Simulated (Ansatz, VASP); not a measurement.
**GaCo: VASP beside Ansatz**

```
CELL_PARAMETERS angstrom
2.79911 0.00000 0.00000
0.00000 2.79911 0.00000
0.00000 0.00000 2.79911
ATOMIC_POSITIONS crystal
Ga 0.50000 0.50000 0.50000
Co 0.00000 0.00000 0.00000
```

Change from the starting cell: volume scaled by 0.92.

Alike in both runs: task single point; functional PBEsol; dispersion D4; k mesh 9 × 9 × 9; collinear spin; Hubbard terms Co d U = 5.0 eV.

|  | VASP | Ansatz |
| --- | --- | --- |
| version | VASP 6.6.1 | Ansatz 0.2.0 |
| potentials or method | VASP PAW PBE potentials, release 64 (Ga_d, Co) | Ansatz PAW polarizable |
| plane-wave cutoff (eV) | 520 | 420 |
| occupations | methfessel-paxton of order 1, width 0.05 eV | cold, width 0.05 eV |
| valence electrons in the cell | 22 | 30 |

|  | VASP | Ansatz | Ansatz less VASP |
| --- | --- | --- | --- |
| gap on the k mesh at the Fermi level (eV) | none | none | - |
| pressure (GPa) | 5.0 | 8.7 | +3.64 |
| net moment per atom (μB) | 0.41 | 0.35 | -0.059 |
| size of the moment on the site where the two differ most (μB) | 0.97 | 0.86 | -0.111 |

VASP's potentials were made for PBE, not for PBEsol. Site moments also hang on the region over which each program counts them. The programs project onto different local orbitals, so the same U acts differently, and such runs can settle in different states. A gap of «none» marks a metal or a gap that the smearing closes. VASP's potentials hold 22 valence electrons a cell and Ansatz's 30, so a difference there can come from the potentials and not from the codes.

Noted on Ansatz's run: the magnetic or orbital state may not be the lowest.
